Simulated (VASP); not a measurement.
# Li (P1) in VASP: single point with PBE

Aim: the single point of Li with PBE.

Everything below comes from runs of VASP 6.6.1. Logs are shortened: lines on timing, memory, paths and dates and some standing lists are left out, and cuts for length are marked.

## 1. The cell of the first run

The typed cell holds 32 atoms: a = 11.890 Å, b = 11.890 Å, c = 5.945 Å, α = 109.47°, β = 109.47°, γ = 109.47°.

## 2. Single point, PBE (atoms moved at random)

Input file INCAR:

```
  GGA = PE
  ISMEAR = 1
  SIGMA = 0.1
  LWAVE = F
  LCHARG = F
  ISIF = 2
  ISYM = 0
  PREC = Accurate
  LASPH = T
  LREAL = F
  ALGO = Normal
  EDIFF = 1E-7
  NELM = 120
  GGA_COMPAT = F
  ENCUT = 800
```

Input file KPOINTS:

```
k-points
0
Gamma
  1 1 1
```

Input file POSCAR:

```
Li
1.0
   -6.8648002000      6.8648002000      6.8648002000
    6.8648002000     -6.8648002000      6.8648002000
    3.4324001000      3.4324001000     -3.4324001000
Li
32
Direct
    0.2522120000      0.0019710000      0.5168500000
    0.2412370000      0.4906120000      0.5008610000
    0.7553950000      0.0031850000      0.5289400000
    0.7469680000      0.4968690000      0.5107000000
    0.2506280000     -0.0029850000      0.0150430000
    0.2503830000      0.4999620000      0.0160160000
    0.7470850000     -0.0029930000      0.0048230000
    0.7543640000      0.5028940000      0.0202240000
    0.2478720000      0.2503780000      0.4964450000
    0.2402420000      0.7429970000      0.4831850000
    0.7481510000      0.2497240000      0.4967030000
    0.7409120000      0.7426530000      0.4863950000
    0.2526520000      0.2512470000     -0.0008170000
    0.2555330000      0.7534010000     -0.0015940000
    0.7565020000      0.2517300000      0.0027550000
    0.7626210000      0.7533710000      0.0004970000
    0.0007070000      0.2537650000      0.5066560000
    0.0033460000      0.7571610000      0.5034940000
    0.4983930000      0.2528070000      0.4924740000
    0.5021650000      0.7564520000      0.4973290000
    0.4952210000      0.4963900000      1.0017510000
    0.4914140000      0.9904860000      0.9929420000
    0.9890740000      0.4866490000      0.9861760000
    0.9935410000      0.9932520000      0.9842390000
    0.0001410000      0.0076450000      0.4935700000
   -0.0001250000      0.5021940000      0.4967820000
    0.4976410000      0.0059430000      0.4919530000
    0.5036140000      0.5054410000      0.4973130000
    0.0068380000      0.2473180000      0.0032890000
    0.0047150000      0.7447230000     -0.0089940000
    0.5076180000      0.2507420000      0.0066540000
    0.5023370000      0.7494200000     -0.0015950000
```

Potentials or basis: VASP PAW PBE potentials, release 64 (Li_sv).

Launch:

```
$ cat potpaw_PBE.64/Li_sv/POTCAR > POTCAR
$ mpirun -np 8 vasp_std > vasp.out
```

OUTCAR:

```text
GGA = PE
   ISMEAR = 1
   ISIF = 2
   ISYM = 0
   PREC = Accurate
   LASPH = T
   LREAL = F
   EDIFF = 1E-7
   NELM = 120
   ENCUT = 800

 ion  position               nearest neighbor table
   1  0.252  0.002  0.517-
   2  0.241  0.491  0.501-
   3  0.755  0.003  0.529-
   4  0.747  0.497  0.511-
   5  0.251  0.997  0.015-
   6  0.250  0.500  0.016-
[... 24 lines left out ...]
  31  0.508  0.251  0.007-
  32  0.502  0.749  0.998-

IMPORTANT INFORMATION: All symmetrisations will be switched off!
NOSYMM: (Re-)initialisation of all symmetry stuff for point group C_1.

----------------------------------------------------------------------------------------

                                     Primitive cell

  volume of cell :     647.0140

  direct lattice vectors                    reciprocal lattice vectors
    -6.864800200  6.864800200  6.864800200     0.000000000  0.072835332  0.072835332
     6.864800200 -6.864800200  6.864800200     0.072835332  0.000000000  0.072835332
     3.432400100  3.432400100 -3.432400100     0.145670664  0.145670664  0.000000000

  length of vectors
    11.890182730 11.890182730  5.945091365     0.103004714  0.103004714  0.206009428

  position of ions in fractional coordinates (direct lattice)
     0.252212000  0.001971000  0.516850000
     0.241237000  0.490612000  0.500861000
     0.755395000  0.003185000  0.528940000
     0.746968000  0.496869000  0.510700000
     0.250628000  0.997015000  0.015043000
     0.250383000  0.499962000  0.016016000
[... 24 lines left out ...]
     0.507618000  0.250742000  0.006654000
     0.502337000  0.749420000  0.998405000

  ion indices of the primitive-cell ions
   primitive index   ion index
                 1           1
                 2           2
                 3           3
                 4           4
                 5           5
                 6           6
[... 24 lines left out ...]
                31          31
                32          32

----------------------------------------------------------------------------------------

 KPOINTS: k-points

Automatic generation of k-mesh.
 Grid dimensions read from file:
 generate k-points for:    1    1    1

 Generating k-lattice:

  Cartesian coordinates                     Fractional coordinates (reciprocal lattice)
     0.000000000  0.072835332  0.072835332     1.000000000  0.000000000  0.000000000
     0.072835332  0.000000000  0.072835332     0.000000000  1.000000000  0.000000000
     0.145670664  0.145670664  0.000000000     0.000000000  0.000000000  1.000000000

  Length of vectors
     0.103004714  0.103004714  0.206009428

  Shift w.r.t. Gamma in fractional coordinates (k-lattice)
     0.000000000  0.000000000  0.000000000

 Subroutine IBZKPT returns following result:
 ===========================================

 Found      1 irreducible k-points:

 Following reciprocal coordinates:
            Coordinates               Weight
  0.000000  0.000000  0.000000      1.000000
   k-points           NKPTS =      1   k-points in BZ     NKDIM =      1   number of bands    NBANDS=     72
   number of dos      NEDOS =    301   number of ions     NIONS =     32
   total plane-waves  NPLWV = 702464
   dimension x,y,z NGX =   112 NGY =  112 NGZ =   56
   dimension x,y,z NGXF=   224 NGYF=  224 NGZF=  112
   ions per type =              32
   NGX,Y,Z   is equivalent  to a cutoff of  15.66, 15.66, 15.66 a.u.
   NGXF,Y,Z  is equivalent  to a cutoff of  31.32, 31.32, 31.32 a.u.
 SYSTEM =  unknown system
   PREC   = accura    normal or accurate (medium, high low for compatibility)
   ISTART =      0    job   : 0-new  1-cont  2-samecut
   ICHARG =      2    charge: 1-file 2-atom 10-const
   ISPIN  =      1    spin polarized calculation?
   LNONCOLLINEAR =      F non collinear calculations
   LSORBIT =      F    spin-orbit coupling
   LASPH  =      T    aspherical Exc in radial PAW
   ENCUT  =  800.0 eV  58.80 Ry    7.67 a.u.  27.42 27.42 13.71*2*pi/ulx,y,z
   NELM   =    120;   NELMIN=  2; NELMDL= -5     # of ELM steps
   EDIFF  = 0.1E-06   stopping-criterion for ELM
   LREAL  =      F    real-space projection
   EDIFFG = 0.1E-05   stopping-criterion for IOM
   NSW    =      0    number of steps for IOM
   IBRION =     -1    ionic relax: 0-MD 1-quasi-New 2-CG
   NFREE  =      0    steps in history (QN), initial steepest desc. (CG)
   ISIF   =      2    stress and relaxation
   ISYM   =      0    0-nonsym 1-usesym 2-fastsym
   POTIM  = 0.5000    time-step for ionic-motion
   TEBEG  =    0.0;   TEEND  =   0.0 temperature during run

   SCALEE = 1.0000    scale energy and forces
   PSTRESS=    0.0 pullay stress
   NELECT =      96.0000    total number of electrons
   NUPDOWN=      -1.0000    fix difference up-down
   EMIN   =  10.00;   EMAX   =-10.00  energy-range for DOS
   EFERMI =   0.00;   METHOD = LEGACY
   ISMEAR =     1;   SIGMA  =   0.10  broadening in eV -4-tet -1-fermi 0-gaus
   EFERMI_NEDOS =   21; number of points for ismear=-14 and -15
   IALGO  =     38    algorithm
   IMIX   =      4    mixing-type and parameters
     AMIX     =   0.40;   BMIX     =  1.00
     AMIX_MAG =   1.60;   BMIX_MAG =  1.00
  volume/ion in A,a.u.               =      20.22       136.45
  Fermi-wavevector in a.u.,A,eV,Ry     =   0.866684  1.637795 10.219891  0.751141
  Thomas-Fermi vector in A             =   1.985108
   LORBIT       =      0    0 simple, 1 ext, 2 COOP (PROOUT), +10 PAW based schemes
   GGA     = PE    functional components
   LHFCALC =     F    Hartree Fock is set to
   AEXX    =    0.0000 exact exchange contribution
   IVDW    =     0    specifies the selected vdW correction
   LEPSILON=     F    determine dielectric tensor
   LRPA    =     F    only Hartree local field effects (RPA)

   CSHIFT  =0.1000    complex shift for real part using Kramers Kronig

   OMEGAMAX=  -1.0    maximum frequency
 non-spin polarized calculation
 Methfessel and Paxton  Order N= 1 SIGMA  =   0.10
  energy-cutoff  :      800.00
  volume of cell :      647.01
 maximum number of plane-waves:     33369
 NGX is ok and might be reduce to   112
   NGX = 55   NGY = 55   NGZ = 27

 number of electron      95.9999999 magnetization

 Free energy of the ion-electron system (eV)
  ---------------------------------------------------
  ext. energy  EPLUGINS =         0.00000000
  ---------------------------------------------------
  free energy    TOTEN  =       -53.15293279 eV

  energy without entropy =      -53.02406707  energy(sigma->0) =      -53.10997755

 E-fermi :   0.6458     XC(G=0):  -7.0470

 val. band max:        0.6381790236   @ k =   0.0000   0.0000   0.0000
 cond. band min:       0.6532722512   @ k =   0.0000   0.0000   0.0000
 fundamental gap:      0.0150932276
 Fermi energy:         0.6458215389

 k-point     1 :       0.0000    0.0000    0.0000
  band No.  band energies     occupation
      1     -45.9696      2.00000
      2     -45.9134      2.00000
      3     -45.9105      2.00000
      4     -45.9093      2.00000
      5     -45.9067      2.00000
      6     -45.9062      2.00000
[... 52 lines left out ...]
     59       2.3972     -0.00000
     60       2.4286     -0.00000
 [bands above 60 left out]

------------------------ aborting loop because EDIFF is reached ----------------------------------------

  FORCE on cell =-STRESS in cart. coord.  units (eV):
  Direction    XX          YY          ZZ          XY          YZ          ZX
  --------------------------------------------------------------------------------------
  -------------------------------------------------------------------------------------
  Total        3.7265211      2.9403171      3.2158927     -1.7064188      1.5094425      2.2683000
  in kB        9.2278486      7.2810003      7.9633982     -4.2255428      3.7377775      5.6169087
  external PRESSURE =       8.1574157 kB  Pullay stress =       0.0000000 kB

 VOLUME and BASIS-vectors are now :
 -----------------------------------------------------------------------------
  energy-cutoff  :      800.00
  volume of cell :      647.01
      direct lattice vectors                 reciprocal lattice vectors
    -6.864800200  6.864800200  6.864800200     0.000000000  0.072835332  0.072835332
     6.864800200 -6.864800200  6.864800200     0.072835332  0.000000000  0.072835332
     3.432400100  3.432400100 -3.432400100     0.145670664  0.145670664  0.000000000

 POSITION                                       TOTAL-FORCE (eV/Angst)
 -----------------------------------------------------------------------------------
      0.05618      3.49189     -0.02912         0.147913      0.061669     -0.128680
      3.43106      0.00725      3.30484         0.200687      0.122598     -0.031200
     -3.34824      6.97931      3.39197         0.104445     -0.014801     -0.106620
      0.03605      3.46981      6.78577         0.171469      0.115823     -0.053071
      5.17543     -5.07216      8.51319         0.196861      0.066415     -0.076653
      1.76828     -1.65834      5.09600         0.135333      0.042094     -0.115859
[... 24 lines left out ...]
     -1.74056      1.78624      5.18315        -0.046287     -0.071511      0.072783
      5.12310      1.73075      5.16614        -0.068265     -0.017610      0.066574
 -----------------------------------------------------------------------------------
    total drift:                                0.000018     -0.000618      0.000187

  FREE ENERGIE OF THE ION-ELECTRON SYSTEM (eV)
  ---------------------------------------------------
  free  energy   TOTEN  =       -53.1529327889 eV

  energy  without entropy=      -53.0240670717  energy(sigma->0) =      -53.10997755
```

It took 29 s on 8 MPI ranks of Intel Xeon 6975P-C (Granite Rapids), shared host; peak memory 0.36 GiB.

What came out:

| Property | Result |
| --- | --- |
| Free energy | -53.1529 eV |
| Pressure | 0.8 GPa |
| Largest force | 0.291 eV/Å |

Forces in eV/Å, atoms in the order of the input:
```
Li   0.148  0.062 -0.129
Li   0.201  0.123 -0.031
Li   0.104 -0.015 -0.107
Li   0.171  0.116 -0.053
Li   0.197  0.066 -0.077
Li   0.135  0.042 -0.116
Li   0.219  0.140 -0.130
Li   0.152  0.049 -0.127
Li  -0.105  0.010  0.007
Li  -0.095  0.021  0.042
Li  -0.123 -0.014 -0.035
Li  -0.089  0.024  0.101
Li  -0.091  0.016  0.049
Li  -0.120 -0.034 -0.008
Li  -0.094 -0.002  0.002
Li  -0.045 -0.061 -0.033
Li  -0.064  0.008  0.034
Li  -0.092 -0.063  0.042
Li  -0.008  0.032  0.069
Li  -0.029 -0.043  0.028
Li  -0.065 -0.065  0.076
Li  -0.024 -0.101  0.106
Li  -0.032 -0.024  0.090
Li  -0.047 -0.061  0.090
Li  -0.080 -0.042  0.032
Li  -0.018 -0.065 -0.012
Li  -0.032  0.021 -0.043
Li   0.047 -0.036 -0.032
Li   0.003 -0.024 -0.009
Li  -0.009  0.008  0.035
Li  -0.046 -0.072  0.073
Li  -0.068 -0.018  0.067
```

Levels at points of the mesh, in eV from the Fermi level:
```tsv
k point	band 45	band 46	band 47	band 48	band 49	band 50	band 51	band 52
(0.00, 0.00, 0.00)	-0.05	-0.03	-0.02	-0.01	0.01	0.01	0.02	0.23
```

Caveat: the k points lie up to 1.12 Å⁻¹ apart; the cell differs from its parent crystal (atoms moved at random).
